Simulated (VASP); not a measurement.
# TiNi (P4/mmm) in VASP: further runs

The runs below take TiNi through single point, with LDA.

All numbers are computed with VASP 6.6.1; they aren't measurements. Logs are shortened: lines on timing, memory, paths and dates and some standing lists are left out, and cuts for length are marked.

### Step 1. The cell of the first run

Symmetry: P4/mmm, No. 123, tetragonal system. Conventional cell: a = 2.736 Å, b = 2.736 Å, c = 3.581 Å, α = 90.00°, β = 90.00°, γ = 90.00°. Ti (site symmetry 4/mmm) has 8 Ni at 2.64 Å and 6 Ti at 2.74 to 3.58 Å within 3.6 Å. Within 3.6 Å of Ni (site symmetry 4/mmm) lie 8 Ti at 2.64 Å and 6 Ni at 2.74 to 3.58 Å.

### Step 2. Single point, LDA, collinear spin, ferromagnetic start

The input, INCAR:

```
  PREC = Accurate
  ENCUT = 520
  EDIFF = 1E-6
  ISMEAR = -1
  SIGMA = 0.1
  LREAL = F
  LASPH = T
  NELM = 150
  ALGO = Normal
  ISIF = 2
  LWAVE = F
  LCHARG = F
  ISPIN = 2
  MAGMOM = 0 2
  LORBIT = 11
  LMAXMIX = 4
  GGA = CA
  NBANDS = 22
```

The input, KPOINTS:

```
regular mesh
0
Gamma
  11 11 8
```

The input, POSCAR:

```
TiNi
1.0
    2.7358030000      0.0000000000      0.0000000000
    0.0000000000      2.7358030000      0.0000000000
    0.0000000000      0.0000000000      3.5814100000
Ti Ni
1 1
Direct
    0.5000000000      0.5000000000      0.5000000000
    0.0000000000      0.0000000000      0.0000000000
```

Potentials or basis: VASP PAW LDA potentials, release 64 (Ti_sv, Ni).

On the command line:

```
$ cat potpaw_LDA.64/Ti_sv/POTCAR potpaw_LDA.64/Ni/POTCAR > POTCAR
$ mpirun -np 1 vasp_std > vasp.out
```

OUTCAR:

```text
PREC = Accurate
   ENCUT = 520
   EDIFF = 1E-6
   ISMEAR = -1
   LREAL = F
   LASPH = T
   NELM = 150
   ISIF = 2
   ISPIN = 2
   LORBIT = 11
   GGA = CA

 ion  position               nearest neighbor table
   1  0.500  0.500  0.500-   2 2.64   2 2.64   2 2.64   2 2.64   2 2.64   2 2.64   2 2.64   2 2.64

   2  0.000  0.000  0.000-   1 2.64   1 2.64   1 2.64   1 2.64   1 2.64   1 2.64   1 2.64   1 2.64

  LATTYP: Found a simple tetragonal cell.
 ALAT       =     2.7358030000
 C/A-ratio  =     1.3090891413

  Lattice vectors:

 A1 = (   2.7358030000,   0.0000000000,   0.0000000000)
 A2 = (   0.0000000000,   2.7358030000,   0.0000000000)
 A3 = (   0.0000000000,   0.0000000000,   3.5814100000)

Analysis of symmetry for initial positions (statically):
=====================================================================
 Subroutine PRICEL returns:
 Original cell was already a primitive cell.

 Routine SETGRP: Setting up the symmetry group for a
 simple tetragonal supercell.

 Subroutine GETGRP returns: Found 16 space group operations
 (whereof 16 operations were pure point group operations)
 out of a pool of 16 trial point group operations.

The static configuration has the point symmetry D_4h.

Analysis of symmetry for dynamics (positions and initial velocities):
=====================================================================
 Subroutine PRICEL returns:
 Original cell was already a primitive cell.

 Routine SETGRP: Setting up the symmetry group for a
 simple tetragonal supercell.

 Subroutine GETGRP returns: Found 16 space group operations
 (whereof 16 operations were pure point group operations)
 out of a pool of 16 trial point group operations.

The dynamic configuration has the point symmetry D_4h.

Analysis of structural, dynamic, and magnetic symmetry:
=====================================================================
 Subroutine PRICEL returns:
 Original cell was already a primitive cell.

 Routine SETGRP: Setting up the symmetry group for a
 simple tetragonal supercell.

 Subroutine GETGRP returns: Found 16 space group operations
 (whereof 16 operations were pure point group operations)
 out of a pool of 16 trial point group operations.

The overall configuration has the point symmetry D_4h.

[... 114 lines left out ...]
   EFERMI_NEDOS =   21; number of points for ismear=-14 and -15
   IALGO  =     38    algorithm
   IMIX   =      4    mixing-type and parameters
     AMIX     =   0.40;   BMIX     =  1.00
     AMIX_MAG =   1.60;   BMIX_MAG =  1.00
  volume/ion in A,a.u.               =      13.40        90.45
  Fermi-wavevector in a.u.,A,eV,Ry     =   1.532761  2.896499 31.964941  2.349357
  Thomas-Fermi vector in A             =   2.639922
   LORBIT       =     11    0 simple, 1 ext, 2 COOP (PROOUT), +10 PAW based schemes
   GGA     = CA    functional components
   LHFCALC =     F    Hartree Fock is set to
   AEXX    =    0.0000 exact exchange contribution
   IVDW    =     0    specifies the selected vdW correction
   LEPSILON=     F    determine dielectric tensor
   LRPA    =     F    only Hartree local field effects (RPA)
 spin polarized calculation
  energy-cutoff  :      520.00
  volume of cell :       26.81
 maximum number of plane-waves:       732
   NGX = 11   NGY = 11   NGZ = 13

 number of electron      22.0000032 magnetization       0.0009274

 number of electron      22.0000032 magnetization      -0.0000448

 Free energy of the ion-electron system (eV)
  ---------------------------------------------------
  ext. energy  EPLUGINS =         0.00000000
  ---------------------------------------------------
  free energy    TOTEN  =       -15.83868476 eV

  energy without entropy =      -15.75598512  energy(sigma->0) =      -15.79733494

 E-fermi :   9.0740     XC(G=0): -12.7890

 val. band max:        9.0701066557   @ k =   0.4545   0.0909   0.1250
 cond. band min:       9.0832271903   @ k =   0.4545   0.4545   0.0000
 fundamental gap:      0.0131205346
 Fermi energy:         9.0740189754

 spin component 1

 k-point     1 :       0.0000    0.0000    0.0000
  band No.  band energies     occupation
      1     -47.0779      1.00000
      2     -23.7091      1.00000
      3     -23.3552      1.00000
      4     -23.3552      1.00000
      5       1.5372      1.00000
      6       5.1925      1.00000
[... 589 lines left out ...]
     21      28.0843      0.00000
     22      29.2237      0.00000

 [... further k-points ...]

 spin component 2

 k-point     1 :       0.0000    0.0000    0.0000
  band No.  band energies     occupation
      1     -47.0779      1.00000
      2     -23.7091      1.00000
      3     -23.3552      1.00000
      4     -23.3552      1.00000
      5       1.5371      1.00000
      6       5.1925      1.00000
[... 589 lines left out ...]
     21      28.0843      0.00000
     22      29.2237      0.00000

 [... further k-points ...]

------------------------ aborting loop because EDIFF is reached ----------------------------------------

  FORCE on cell =-STRESS in cart. coord.  units (eV):
  Direction    XX          YY          ZZ          XY          YZ          ZX
  --------------------------------------------------------------------------------------
  -------------------------------------------------------------------------------------
  Total       -1.8371053     -1.8371053     -2.2001015      0.0000000      0.0000000      0.0000000
  in kB     -109.8047070   -109.8047070   -131.5011715      0.0000000      0.0000000      0.0000000
  external PRESSURE =    -117.0368618 kB  Pullay stress =       0.0000000 kB

 VOLUME and BASIS-vectors are now :
 -----------------------------------------------------------------------------
  energy-cutoff  :      520.00
  volume of cell :       26.81
      direct lattice vectors                 reciprocal lattice vectors
     2.735803000  0.000000000  0.000000000     0.365523395  0.000000000  0.000000000
     0.000000000  2.735803000  0.000000000     0.000000000  0.365523395  0.000000000
     0.000000000  0.000000000  3.581410000     0.000000000  0.000000000  0.279219637

 POSITION                                       TOTAL-FORCE (eV/Angst)
 -----------------------------------------------------------------------------------
      1.36790      1.36790      1.79070         0.000000      0.000000      0.000000
      0.00000      0.00000      0.00000         0.000000      0.000000      0.000000
 -----------------------------------------------------------------------------------
    total drift:                               -0.000000      0.000000      0.000000

  FREE ENERGIE OF THE ION-ELECTRON SYSTEM (eV)
  ---------------------------------------------------
  free  energy   TOTEN  =       -15.8386847649 eV

  energy  without entropy=      -15.7559851226  energy(sigma->0) =      -15.79733494

 total charge

# of ion       s       p       d       tot
------------------------------------------
    1        2.248   6.143   1.938  10.328
    2        0.551   0.475   8.321   9.347
--------------------------------------------------
tot          2.799   6.617  10.259  19.675

 magnetization (x)

# of ion       s       p       d       tot
------------------------------------------
    1       -0.000   0.000   0.000   0.000
    2       -0.000   0.000  -0.000  -0.000
--------------------------------------------------
tot         -0.000   0.000  -0.000  -0.000
```

OSZICAR:

```text
N       E                     dE             d eps       ncg     rms          rms(c)
DAV:   1     0.176855646772E+03    0.17686E+03   -0.10486E+04  9656   0.131E+03
DAV:   2    -0.196986670095E+01   -0.17883E+03   -0.17066E+03  9384   0.316E+02
DAV:   3    -0.173803655749E+02   -0.15410E+02   -0.14953E+02 14172   0.886E+01
DAV:   4    -0.179106328846E+02   -0.53027E+00   -0.52826E+00 10020   0.145E+01
DAV:   5    -0.179241606554E+02   -0.13528E-01   -0.13525E-01 10996   0.224E+00    0.161E+01
DAV:   6    -0.187749997202E+02   -0.85084E+00   -0.25770E+01 10636   0.640E+01    0.160E+01
DAV:   7    -0.162217248430E+02    0.25533E+01   -0.11013E+01 11286   0.417E+01    0.849E+00
DAV:   8    -0.158896706441E+02    0.33205E+00   -0.29763E+00 12004   0.163E+01    0.255E+00
DAV:   9    -0.158440017238E+02    0.45669E-01   -0.36694E-01 12364   0.623E+00    0.167E+00
DAV:  10    -0.158374707122E+02    0.65310E-02   -0.65804E-02 12186   0.262E+00    0.541E-01
DAV:  11    -0.158385633115E+02   -0.10926E-02   -0.20952E-03 10460   0.431E-01    0.202E-01
DAV:  12    -0.158386546199E+02   -0.91308E-04   -0.89674E-04 11946   0.292E-01    0.658E-02
DAV:  13    -0.158386916400E+02   -0.37020E-04   -0.18808E-04 11570   0.120E-01    0.310E-02
DAV:  14    -0.158386870231E+02    0.46168E-05   -0.33180E-05 10880   0.524E-02    0.162E-02
DAV:  15    -0.158386850715E+02    0.19517E-05   -0.33371E-06  8880   0.160E-02    0.874E-03
DAV:  16    -0.158386847649E+02    0.30653E-06   -0.38441E-07  5160   0.595E-03
   1 F= -.15838685E+02 E0= -.15797335E+02  d E =-.826996E-01  mag=    -0.0000
```

stdout:

```text
POSCAR found type information on POSCAR TiNi
 POSCAR found :  2 types and       2 ions
 scaLAPACK will be used
 LDA part: xc-table for (Slater(with rela. corr.)+CA(PZ))
 , standard interpolation
 POSCAR, INCAR and KPOINTS ok, starting setup
 FFT: planning ... GRIDC
 FFT: planning ... GRID_SOFT
 FFT: planning ... GRID
 WAVECAR not read
 entering main loop
```

Run time: 70 s. Hardware: 1 thread of Intel Xeon Platinum 8488C (Sapphire Rapids), shared host; peak memory 0.2 GiB.

What came out:

```
Free energy                                           : -15.8387 eV
Pressure                                              : -11.7 GPa
Band gap on the k mesh                                : zero (filled and empty bands overlap)
Net moment                                            : 0.00 μB per cell
Valence electrons inside the program's atomic spheres : Ti 10.33; Ni 9.35
```

Levels at points of the mesh, in eV from the Fermi level:
Spin up:
```csv
k point,band 9,band 10,band 11,band 12,band 13,band 14
"(0.00, 0.00, 0.00)",-1.86,-1.21,-0.30,0.64,2.92,2.92
"(0.00, 0.00, 0.50)",-1.63,-1.63,-1.15,-1.05,1.76,1.92
```
Spin down:
| k point | band 8 | band 9 | band 10 | band 11 | band 12 | band 13 | band 14 | band 15 |
| --- | --- | --- | --- | --- | --- | --- | --- | --- |
| (0.00, 0.00, 0.00) | -1.86 | -1.86 | -1.21 | -0.30 | 0.64 | 2.92 | 2.92 | 3.36 |
| (0.00, 0.00, 0.50) | -1.64 | -1.63 | -1.63 | -1.15 | -1.05 | 1.76 | 1.92 | 1.92 |

Caveat: the cell stands under tension.

### Step 3. Single point, LDA, collinear spin, ferromagnetic start

The input, INCAR:

```
PREC = Accurate ; ENCUT = 520
EDIFF = 1E-6 ; ISMEAR = -1
SIGMA = 0.1 ; LREAL = False
LASPH = True ; NELM = 150
ALGO = Normal ; ISIF = 2
LWAVE = False ; LCHARG = False
ISPIN = 2 ; MAGMOM = 0 2
LORBIT = 11 ; LMAXMIX = 4
NBANDS = 22
```

The input, KPOINTS:

```
Automatic mesh
0
Gamma
  11 11 8
```

POSCAR is that of step 2.

Potentials or basis: VASP PAW LDA potentials, release 64 (Ti_sv, Ni).

On the command line:

```
$ cat potpaw_LDA.64/Ti_sv/POTCAR potpaw_LDA.64/Ni/POTCAR > POTCAR
$ mpirun -np 1 vasp_std > vasp.out
```

Run time: 66 s. Hardware: 1 thread of Intel Xeon Platinum 8488C (Sapphire Rapids), shared host; peak memory 0.2 GiB.

Results (log left out):

| Property | Result |
| --- | --- |
| Free energy | -15.8387 eV |
| Pressure | -11.7 GPa |
| Band gap on the k mesh | zero (filled and empty bands overlap) |
| Net moment | 0.00 μB per cell |
| Valence electrons inside the program's atomic spheres | Ti 10.33; Ni 9.35 |

Stress tensor (GPa, compression positive):
```
-10.98   0.00   0.00
  0.00 -10.98   0.00
  0.00   0.00 -13.15
```

Levels at points of the mesh, in eV from the Fermi level:
Spin up:
| k point | band 8 | band 9 | band 10 | band 11 | band 12 | band 13 | band 14 | band 15 |
| --- | --- | --- | --- | --- | --- | --- | --- | --- |
| (0.00, 0.00, 0.00) | -1.86 | -1.86 | -1.21 | -0.30 | 0.64 | 2.92 | 2.92 | 3.36 |
| (0.00, 0.00, 0.50) | -1.64 | -1.63 | -1.63 | -1.15 | -1.05 | 1.76 | 1.92 | 1.92 |
Spin down:
| k point | band 8 | band 9 | band 10 | band 11 | band 12 | band 13 | band 14 | band 15 |
| --- | --- | --- | --- | --- | --- | --- | --- | --- |
| (0.00, 0.00, 0.00) | -1.86 | -1.86 | -1.21 | -0.30 | 0.64 | 2.92 | 2.92 | 3.36 |
| (0.00, 0.00, 0.50) | -1.64 | -1.63 | -1.63 | -1.15 | -1.05 | 1.76 | 1.92 | 1.92 |

Caveat: the cell stands under tension.
